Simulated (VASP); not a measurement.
Here is a VASP 6.6.1 calculation.

File POSCAR:

```
Al
1.0
    0.0000000000      1.9974394157      1.9974394157
    1.9974394157      0.0000000000      1.9974394157
    1.9974394157      1.9974394157      0.0000000000
Al
1
Direct
    0.0000000000      0.0000000000      0.0000000000
```

The input INCAR.step1:

```
ALGO = Normal ; EDIFF = 1E-5
ENCUT = 520 ; GGA = PE
ISIF = 2 ; ISMEAR = -1
LASPH = True ; LREAL = False
LWAVE = True ; NBANDS = 8
NELM = 60 ; PREC = Accurate
SIGMA = 0.05
```

The input INCAR.step2:

```
AEXX = 0.5 ; AGGAC = 1.0
AGGAX = 0.5 ; ALDAC = 0.0
ALDAX = 0.5 ; ALGO = Normal
EDIFF = 1E-6 ; ENCUT = 520
GGA = B5 ; ISIF = 2
ISMEAR = -1 ; ISTART = 1
LASPH = True ; LCHARG = True
LELF = True ; LHFCALC = True
LREAL = False ; LVHAR = True
LWAVE = False ; NBANDS = 8
NELM = 60 ; PREC = Accurate
PRECFOCK = Normal ; SIGMA = 0.05
```

File KPOINTS:

```
k-points
0
Gamma
  6 6 6
```

Potentials or basis: VASP PAW PBE potentials, release 64 (Al).

Launch:

```sh
$ cat potpaw_PBE.64/Al/POTCAR > POTCAR
$ cp INCAR.step1 INCAR
$ mpirun -np 1 vasp_std > vasp.out
$ cp INCAR.step2 INCAR
$ mpirun -np 1 vasp_std > vasp.out
```

Problem. What does it give for the pressure?

Solution. 4.2 GPa.

Problem. What does it give for the band gap on the k mesh?

Solution. Zero (an odd number of electrons rules out a gap without spin polarisation).

Caveat: the k points lie up to 0.45 Å⁻¹ apart, too coarse for converged energies and pressures of a metal; the PAW data sets were made with another functional, which shifts forces and pressure a little.
